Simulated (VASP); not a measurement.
Wanted: the native input for a VASP 6.6.1 run.

* Task: single point
* Functional: PBE
* Potentials or basis: VASP PAW PBE potentials, release 64 (Zr_sv, Ti_sv, Si)
* Cutoff: 500 eV
* k mesh: 10 × 10 × 6
* Occupations: fermi-dirac, width 0.15 eV
* Spin: no spin polarisation
* Dipole correction: no
* Further INCAR settings: ALGO = Normal; EDIFF = 1e-06; NBANDS = 52

The structure of ZrTi3Si8 lies in POSCAR:

```
ZrTi3Si8
1.0
    2.4426189768     -4.3472772601      0.0000000000
    2.4426189768      4.3472772601      0.0000000000
    0.0000000000      0.0000000000      8.3991257559
Zr Ti Si
1 3 8
Direct
    0.5000000000      0.5000000000      0.0000000000
    0.0000000000      0.0000000000      0.5000000000
    0.5000000000      0.0000000000      0.7479093002
    0.0000000000      0.5000000000      0.2520906998
    0.0000000000      0.0000000000      0.8318122901
    0.5000000000      0.5000000000      0.3435673370
    0.0000000000      0.0000000000      0.1681877099
    0.5000000000      0.5000000000      0.6564326630
    0.5000000000      0.0000000000      0.0950498527
    0.0000000000      0.5000000000      0.5864853742
    0.5000000000      0.0000000000      0.4135146258
    0.0000000000      0.5000000000      0.9049501473
```

One way to write it, as run:

INCAR

```
SYSTEM = ZrTi3Si8
PREC     = Accurate       ! precision mode
ENCUT    = 500            ! plane-wave cutoff, eV
EDIFF    = 1E-6           ! SCF threshold, eV
ISMEAR   = -1             ! smearing method
SIGMA    = 0.15           ! smearing width, eV
LREAL    = .FALSE.        ! projectors in reciprocal space
LASPH    = .TRUE.         ! aspherical terms in the spheres
NELM     = 120            ! most SCF steps
ALGO     = Normal         ! electronic algorithm
ISIF     = 2              ! what is computed and relaxed
LWAVE    = .FALSE.        ! write WAVECAR
LCHARG   = .FALSE.        ! write CHGCAR
GGA      = PE             ! functional
NBANDS   = 52             ! bands
GGA_COMPAT= .FALSE.
```

KPOINTS

```
Automatic mesh
0
G
  10 10 6
  0 0 0
```

Potentials or basis: VASP PAW PBE potentials, release 64 (Zr_sv, Ti_sv, Si).

Command:

```console
$ cat potpaw_PBE.64/Zr_sv/POTCAR potpaw_PBE.64/Ti_sv/POTCAR potpaw_PBE.64/Si/POTCAR > POTCAR
$ mpirun -np 1 vasp_std > vasp.out
```

It gave:

```
Pressure               : 0.0 GPa
Largest force          : 0.003 eV/Å
Band gap on the k mesh : zero (band 40 reaches 10.52 eV, above the bottom of band 41 at 8.76 eV)
```

It took 16 min on 1 thread of Intel(R) Xeon(R) Platinum 8559C (Emerald Rapids) (shared host), peak memory 0.88 GiB.
